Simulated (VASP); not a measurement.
The system is HfO2.

```
Hf O
1.0
     0.00000    2.52918    2.52918
     2.52918    0.00000    2.52918
     2.52918    2.52918    0.00000
Hf O
1 2
Direct
  0.00000 0.00000 0.00000
  0.25000 0.25000 0.25000
  0.75000 0.75000 0.75000
```

Base run:

```yaml
Program: VASP 6.6.1
Functional: PBE
Potentials_or_basis: VASP PAW PBE potentials, release 64 (Hf_pv, O)
Cutoff: 520 eV
k_mesh: 6 × 6 × 6
Occupations: gaussian, width 0.01 eV
Spin: no spin polarisation
```

Its results: band gap on the k mesh 3.82 eV, direct; pressure 2.1 GPa.

The run is repeated on the same cell with these changes: functional from PBE to r2SCAN; k mesh from 6 × 6 × 6 to 8 × 8 × 8. What comes out?

Band gap on the k mesh 4.31 eV, direct; pressure -4.0 GPa.

Several settings changed at once, so the effect can't be laid on one alone.

Caveats: spin-orbit coupling is left out, which moves the levels of the heavy elements; the PAW data sets were made with another functional, which shifts forces and pressure a little (some runs).

A k mesh can miss the band edges.
